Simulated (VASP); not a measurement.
# MgAl2Cl2 (P-3m1) in VASP: single point with PBE

Aim: the single point of MgAl2Cl2 with PBE.

All numbers are computed with VASP 6.6.1; they aren't measurements. Logs are shortened: lines on timing, memory, paths and dates and some standing lists are left out, and cuts for length are marked.

### Step 1. The cell of the first run

It takes space group P-3m1 (No. 164, trigonal). Conventional cell: a = 4.021 Å, b = 4.021 Å, c = 6.926 Å, α = 90.00°, β = 90.00°, γ = 120.00°. Within 3.2 Å of Al (site symmetry 3m) lie 4 Cl at 2.45 to 2.47 Å and 3 Al at 2.88 Å. Cl (site symmetry 3m) has 4 Al at 2.45 to 2.47 Å and 3 Mg at 2.96 Å within 3.2 Å. Within 4.1 Å of Mg (site symmetry -3m) lie 6 Cl at 2.96 Å and 6 Al at 3.50 Å and 6 Mg at 4.02 Å.

### Step 2. Single point, PBE

Input file POSCAR:

```
MgAl2Cl2
1.0
    4.0207810000      0.0000000000      0.0000000000
   -2.0103910000      3.4821020000      0.0000000000
    0.0000000000      0.0000000000      6.9259360000
Al Cl Mg
2 2 1
Direct
    0.3333300000      0.6666700000      0.3773000000
    0.6666700000      0.3333300000      0.6227000000
    0.3333300000      0.6666700000      0.7346000000
    0.6666700000      0.3333300000      0.2654000000
    0.0000000000      0.0000000000      0.0000000000
```

Input file INCAR.step1:

```
SYSTEM = MgAl2Cl2
ALGO = Normal
EDIFF = 1E-6
ENCUT = 520
GGA = PE
GGA_COMPAT = .FALSE.
ISIF = 2
ISMEAR = -1
LASPH = .TRUE.
LCHARG = .TRUE.
LORBIT = 11
LREAL = .FALSE.
LWAVE = .FALSE.
NBANDS = 19
NEDOS = 2001
NELM = 120
PREC = Accurate
SIGMA = 0.0429
```

Input file KPOINTS.step1:

```
k-points
0
G
  10 10 5
  0 0 0
```

Input file INCAR.step2:

```
SYSTEM = MgAl2Cl2
ALGO = Normal
EDIFF = 1E-6
ENCUT = 520
GGA = PE
GGA_COMPAT = .FALSE.
ICHARG = 11
ISIF = 2
ISMEAR = -5
LASPH = .TRUE.
LCHARG = .FALSE.
LORBIT = 11
LREAL = .FALSE.
LWAVE = .FALSE.
NBANDS = 19
NEDOS = 1001
NELM = 120
PREC = Accurate
SIGMA = 0.0429
```

Input file KPOINTS.step2:

```
k-points
0
G
  15 15 8
  0 0 0
```

Potentials or basis: VASP PAW PBE potentials, release 64 (Al, Cl, Mg).

Started as:

```bash
cat potpaw_PBE.64/Al/POTCAR potpaw_PBE.64/Cl/POTCAR potpaw_PBE.64/Mg/POTCAR > POTCAR
cp INCAR.step1 INCAR
cp KPOINTS.step1 KPOINTS
mpirun -np 1 vasp_std > vasp.out
cp INCAR.step2 INCAR
cp KPOINTS.step2 KPOINTS
mpirun -np 1 vasp_std > vasp.out
```

OUTCAR:

```text
SYSTEM = MgAl2Cl2
   EDIFF = 1E-6
   ENCUT = 520
   GGA = PE
   ICHARG = 11
   ISIF = 2
   ISMEAR = -5
   LASPH = .TRUE.
   LORBIT = 11
   LREAL = .FALSE.
   NELM = 120
   PREC = Accurate

 ion  position               nearest neighbor table
   1  0.333  0.667  0.377-   4 2.45   4 2.45   4 2.45   3 2.47   2 2.88   2 2.88   2 2.88   5 3.50
                             5 3.50   5 3.50
   2  0.667  0.333  0.623-   3 2.45   3 2.45   3 2.45   4 2.47   1 2.88   1 2.88   1 2.88   5 3.50
                             5 3.50   5 3.50
   3  0.333  0.667  0.735-   2 2.45   2 2.45   2 2.45   1 2.47   5 2.96   5 2.96   5 2.96
   4  0.667  0.333  0.265-   1 2.45   1 2.45   1 2.45   2 2.47   5 2.96   5 2.96   5 2.96
   5  0.000  0.000  0.000-   3 2.96   4 2.96   4 2.96   3 2.96   4 2.96   3 2.96   1 3.50   2 3.50
                             1 3.50   2 3.50   2 3.50   1 3.50

  LATTYP: Found a hexagonal cell.
 ALAT       =     4.0207810000
 C/A-ratio  =     1.7225350000

  Lattice vectors:

 A1 = (   4.0207810000,   0.0000000000,   0.0000000000)
 A2 = (  -2.0103910000,   3.4821020000,   0.0000000000)
 A3 = (   0.0000000000,   0.0000000000,   6.9259360000)

Analysis of symmetry for initial positions (statically):
=====================================================================
 Subroutine PRICEL returns:
 Original cell was already a primitive cell.

 Routine SETGRP: Setting up the symmetry group for a
 hexagonal supercell.

 Subroutine GETGRP returns: Found  4 space group operations
 (whereof  4 operations were pure point group operations)
 out of a pool of 24 trial point group operations.

The static configuration has the point symmetry C_2h.

Analysis of symmetry for dynamics (positions and initial velocities):
=====================================================================
 Subroutine PRICEL returns:
 Original cell was already a primitive cell.

 Routine SETGRP: Setting up the symmetry group for a
 hexagonal supercell.

 Subroutine GETGRP returns: Found  4 space group operations
 (whereof  4 operations were pure point group operations)
 out of a pool of 24 trial point group operations.

The dynamic configuration has the point symmetry C_2h.

 Subroutine INISYM returns: Found  4 space group operations
 (whereof  4 operations are pure point group operations),
 and found     1 'primitive' translations

----------------------------------------------------------------------------------------

                                     Primitive cell

  volume of cell :      96.9684

  direct lattice vectors                    reciprocal lattice vectors
     4.020781000  0.000000000  0.000000000     0.248707900  0.143591464  0.000000000
    -2.010391000  3.482102000  0.000000000     0.000000000  0.287182857  0.000000000
     0.000000000  0.000000000  6.925936000     0.000000000  0.000000000  0.144384817

  length of vectors
     4.020781000  4.020784291  6.925936000     0.287183092  0.287182857  0.144384817

  position of ions in fractional coordinates (direct lattice)
     0.333330000  0.666670000  0.377300000
     0.666670000  0.333330000  0.622700000
     0.333330000  0.666670000  0.734600000
     0.666670000  0.333330000  0.265400000
     0.000000000  0.000000000  0.000000000

  ion indices of the primitive-cell ions
   primitive index   ion index
                 1           1
                 2           2
                 3           3
                 4           4
                 5           5

----------------------------------------------------------------------------------------

 KPOINTS: k-points

Automatic generation of k-mesh.
 Grid dimensions read from file:
 generate k-points for:   15   15    8

 Generating k-lattice:

  Cartesian coordinates                     Fractional coordinates (reciprocal lattice)
     0.016580527  0.009572764  0.000000000     0.066666667  0.000000000  0.000000000
     0.000000000  0.019145524  0.000000000     0.000000000  0.066666667  0.000000000
     0.000000000  0.000000000  0.018048102     0.000000000  0.000000000  0.125000000

  Length of vectors
     0.019145539  0.019145524  0.018048102

  Shift w.r.t. Gamma in fractional coordinates (k-lattice)
     0.000000000  0.000000000  0.000000000

 TETIRR: Found   2700 inequivalent tetrahedra from    10800

 Subroutine IBZKPT returns following result:
 ===========================================

 Found    488 irreducible k-points:

 Following reciprocal coordinates:
            Coordinates               Weight
  0.000000  0.000000  0.000000      1.000000
  0.066667  0.000000  0.000000      4.000000
 -0.066667  0.066667  0.000000      2.000000
  0.133333 -0.000000  0.000000      4.000000
 -0.133333  0.133333  0.000000      2.000000
  0.200000  0.000000  0.000000      4.000000
[... 16 lines left out ...]
 -0.266667  0.200000  0.000000      4.000000
  0.266667  0.066667  0.000000      4.000000
 [... further k-points ...]
   k-points           NKPTS =    488   k-points in BZ     NKDIM =    488   number of bands    NBANDS=     19
   number of dos      NEDOS =   1001   number of ions     NIONS =      5
   total plane-waves  NPLWV =  48600
   dimension x,y,z NGX =    30 NGY =   30 NGZ =   54
   dimension x,y,z NGXF=    60 NGYF=   60 NGZF=  108
   ions per type =               2   2   1
   NGX,Y,Z   is equivalent  to a cutoff of  12.40, 12.40, 12.96 a.u.
   NGXF,Y,Z  is equivalent  to a cutoff of  24.81, 24.81, 25.92 a.u.
 SYSTEM =  MgAl2Cl2
   PREC   = accura    normal or accurate (medium, high low for compatibility)
   ISTART =      0    job   : 0-new  1-cont  2-samecut
   ICHARG =     11    charge: 1-file 2-atom 10-const
   ISPIN  =      1    spin polarized calculation?
   LNONCOLLINEAR =      F non collinear calculations
   LSORBIT =      F    spin-orbit coupling
   LASPH  =      T    aspherical Exc in radial PAW
   ENCUT  =  520.0 eV  38.22 Ry    6.18 a.u.   7.48  7.48 12.88*2*pi/ulx,y,z
   NELM   =    120;   NELMIN=  2; NELMDL=  0     # of ELM steps
   EDIFF  = 0.1E-05   stopping-criterion for ELM
   LREAL  =      F    real-space projection
   EDIFFG = 0.1E-04   stopping-criterion for IOM
   NSW    =      0    number of steps for IOM
   IBRION =     -1    ionic relax: 0-MD 1-quasi-New 2-CG
   NFREE  =      0    steps in history (QN), initial steepest desc. (CG)
   ISIF   =      2    stress and relaxation
   ISYM   =      2    0-nonsym 1-usesym 2-fastsym
   POTIM  = 0.5000    time-step for ionic-motion
   TEBEG  =    0.0;   TEEND  =   0.0 temperature during run
   PSTRESS=    0.0 pullay stress
   NELECT =      22.0000    total number of electrons
   NUPDOWN=      -1.0000    fix difference up-down
   EMIN   =  10.00;   EMAX   =-10.00  energy-range for DOS
   EFERMI =   0.00;   METHOD = LEGACY
   ISMEAR =    -5;   SIGMA  =   0.04  broadening in eV -4-tet -1-fermi 0-gaus
   EFERMI_NEDOS =   21; number of points for ismear=-14 and -15
   IALGO  =     38    algorithm
   IMIX   =      4    mixing-type and parameters
     AMIX     =   0.40;   BMIX     =  1.00
     AMIX_MAG =   1.60;   BMIX_MAG =  1.00
  volume/ion in A,a.u.               =      19.39       130.88
  Fermi-wavevector in a.u.,A,eV,Ry     =   0.998479  1.886852 13.564468  0.996960
  Thomas-Fermi vector in A             =   2.130705
   LORBIT       =     11    0 simple, 1 ext, 2 COOP (PROOUT), +10 PAW based schemes
   GGA     = PE    functional components
   LHFCALC =     F    Hartree Fock is set to
   AEXX    =    0.0000 exact exchange contribution
   IVDW    =     0    specifies the selected vdW correction
   LEPSILON=     F    determine dielectric tensor
   LRPA    =     F    only Hartree local field effects (RPA)
 non-spin polarized calculation
 Fermi weights with tetrahedron method with Bloechl corrections
  energy-cutoff  :      520.00
  volume of cell :       96.97
 maximum number of plane-waves:      2642
 NGX is ok and might be reduce to    30

 number of electron      21.9999994 magnetization

 Free energy of the ion-electron system (eV)
  ---------------------------------------------------
  ext. energy  EPLUGINS =         0.00000000
  ---------------------------------------------------
  free energy    TOTEN  =        -9.27055540 eV

  energy without entropy =       -9.27055540  energy(sigma->0) =       -9.27055540

 E-fermi :   6.6067     XC(G=0):  -9.4764

 val. band max:        6.6162169224   @ k =   0.2667  -0.2000   0.1250
 cond. band min:       6.5550859062   @ k =   0.4667  -0.4000   0.2500
 fundamental gap:     -0.0611310162
 Fermi energy:         6.6067248193

 k-point     1 :       0.0000    0.0000    0.0000
  band No.  band energies     occupation
      1     -12.5556      2.00000
      2     -12.1659      2.00000
      3      -2.8158      2.00000
      4      -0.4357      2.00000
      5      -0.4356      2.00000
      6      -0.1163      2.00000
[... 11 lines left out ...]
     18      11.0594      0.00000
     19      11.0595      0.00000

 k-point     2 :       0.0667    0.0000    0.0000
  band No.  band energies     occupation
      1     -12.5410      2.00000
      2     -12.1581      2.00000
      3      -2.7881      2.00000
      4      -0.5959      2.00000
      5      -0.4655      2.00000
      6      -0.2689      2.00000
[... 11 lines left out ...]
     18      10.9062      0.00000
     19      11.3388      0.00000

 k-point     3 :      -0.0667    0.0667    0.0000
  band No.  band energies     occupation
      1     -12.5410      2.00000
      2     -12.1581      2.00000
      3      -2.7881      2.00000
      4      -0.5957      2.00000
      5      -0.4656      2.00000
      6      -0.2689      2.00000
[... 11 lines left out ...]
     18      10.9062      0.00000
     19      11.3388      0.00000

 k-point     4 :       0.1333   -0.0000    0.0000
  band No.  band energies     occupation
      1     -12.4988      2.00000
      2     -12.1360      2.00000
      3      -2.7093      2.00000
      4      -0.9701      2.00000
      5      -0.6590      2.00000
      6      -0.5457      2.00000
[... 11 lines left out ...]
     18      10.7327      0.00000
     19      11.5904      0.00000

 k-point     5 :      -0.1333    0.1333    0.0000
  band No.  band energies     occupation
      1     -12.4988      2.00000
      2     -12.1360      2.00000
      3      -2.7093      2.00000
      4      -0.9700      2.00000
      5      -0.6589      2.00000
      6      -0.5458      2.00000
[... 11 lines left out ...]
     18      10.7327      0.00000
     19      11.5904      0.00000
[... 334 lines left out ...]
      2     -12.0834      2.00000
      3      -2.5254      2.00000
      4      -1.6587      2.00000
      5      -1.3033      2.00000
      6      -0.7315      2.00000
[... 11 lines left out ...]
     18      10.8744      0.00000
     19      11.8282      0.00000

 k-point    22 :      -0.0667    0.2667    0.0000
  band No.  band energies     occupation
      1     -12.3867      2.00000
      2     -12.0834      2.00000
      3      -2.5254      2.00000
      4      -1.6587      2.00000
      5      -1.3032      2.00000
      6      -0.7315      2.00000
[... 11 lines left out ...]
     18      10.8745      0.00000
     19      11.8282      0.00000

 k-point    23 :      -0.2667    0.2000    0.0000
  band No.  band energies     occupation
      1     -12.3867      2.00000
      2     -12.0834      2.00000
      3      -2.5254      2.00000
      4      -1.6586      2.00000
      5      -1.3032      2.00000
      6      -0.7316      2.00000
[... 11 lines left out ...]
     18      10.8745      0.00000
     19      11.8282      0.00000

 k-point    24 :       0.2667    0.0667    0.0000
  band No.  band energies     occupation
      1     -12.3053      2.00000
      2     -12.0522      2.00000
      3      -2.4646      2.00000
      4      -2.0427      2.00000
      5      -1.5057      2.00000
      6      -0.8672      2.00000
[... 11 lines left out ...]
     18      11.1523      0.00000
     19      11.7472      0.00000

 [... further k-points ...]
[... 5 lines left out ...]
  --------------------------------------------------------------------------------------
  -------------------------------------------------------------------------------------
  Total        9.6241194      9.6212597     13.3854867     -0.0024947      0.0001341     -0.0002322
  in kB      159.0161380    158.9688887    221.1639654     -0.0412195      0.0022158     -0.0038372
  external PRESSURE =     179.7163307 kB  Pullay stress =       0.0000000 kB

 VOLUME and BASIS-vectors are now :
 -----------------------------------------------------------------------------
  energy-cutoff  :      520.00
  volume of cell :       96.97
      direct lattice vectors                 reciprocal lattice vectors
     4.020781000  0.000000000  0.000000000     0.248707900  0.143591464  0.000000000
    -2.010391000  3.482102000  0.000000000     0.000000000  0.287182857  0.000000000
     0.000000000  0.000000000  6.925936000     0.000000000  0.000000000  0.144384817

 POSITION                                       TOTAL-FORCE (eV/Angst)
 -----------------------------------------------------------------------------------
     -0.00002      2.32141      2.61316         0.000166     -0.000096      0.052507
      2.01041      1.16069      4.31278        -0.000166      0.000096     -0.052507
     -0.00002      2.32141      5.08779        -0.000633      0.000365      3.455299
      2.01041      1.16069      1.83814         0.000633     -0.000365     -3.455299
      0.00000      0.00000      0.00000         0.000000      0.000000      0.000000
 -----------------------------------------------------------------------------------
    total drift:                               -0.000000      0.000000      0.000000

  FREE ENERGIE OF THE ION-ELECTRON SYSTEM (eV)
  ---------------------------------------------------
  free  energy   TOTEN  =        -9.2705553966 eV

  energy  without entropy=       -9.2705553966  energy(sigma->0) =       -9.27055540

 total charge

# of ion       s       p       d       tot
------------------------------------------
    1        0.581   0.232   0.000   0.813
    2        0.581   0.232   0.000   0.813
    3        1.666   3.417   0.000   5.083
    4        1.666   3.417   0.000   5.083
    5        0.249   0.063   0.011   0.323
--------------------------------------------------
tot          4.744   7.361   0.011  12.116
```

Wall time 9.1 min (1 thread of Oxide Virtual Turin-like, shared host); peak memory 0.85 GiB.

What came out:

| Item | Value |
| --- | --- |
| Valence electrons inside the program's atomic spheres | Al 0.81; Cl 5.08; Mg 0.32 |
